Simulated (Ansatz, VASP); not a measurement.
## As: VASP beside Ansatz

```
CELL_PARAMETERS angstrom
2.74803 0.00000 0.00000
0.00000 2.74803 0.00000
0.00000 0.00000 2.74803
ATOMIC_POSITIONS crystal
As 0.00000 0.00000 0.00000
```

Alike in both runs: functional revPBE; k mesh 12 × 12 × 12; occupations fermi-dirac, width 0.1 eV; no spin polarisation.

Ansatz relaxed the structure, and its values are those at the end. VASP's run is a single point on that final structure, the one shown.

|  | VASP | Ansatz |
| --- | --- | --- |
| version | VASP 6.6.1 | Ansatz 0.2.0 |
| potentials or method | VASP PAW PBE potentials, release 64 (As), cutoff 520 eV | plane waves (420 eV) with PAW, scalar-relativistic |
| valence electrons in the cell | 5 | 15 |

Ansatz gave:

| Item | Value |
| --- | --- |
| pressure (GPa) | 0.0 |

Q: What did VASP give for the same quantities?

A: Pressure (GPa): 0.1.

VASP's potentials were made for PBE, not for revPBE. VASP's potentials hold 5 valence electrons a cell and Ansatz's 15, so a difference there can come from the potentials and not from the codes.
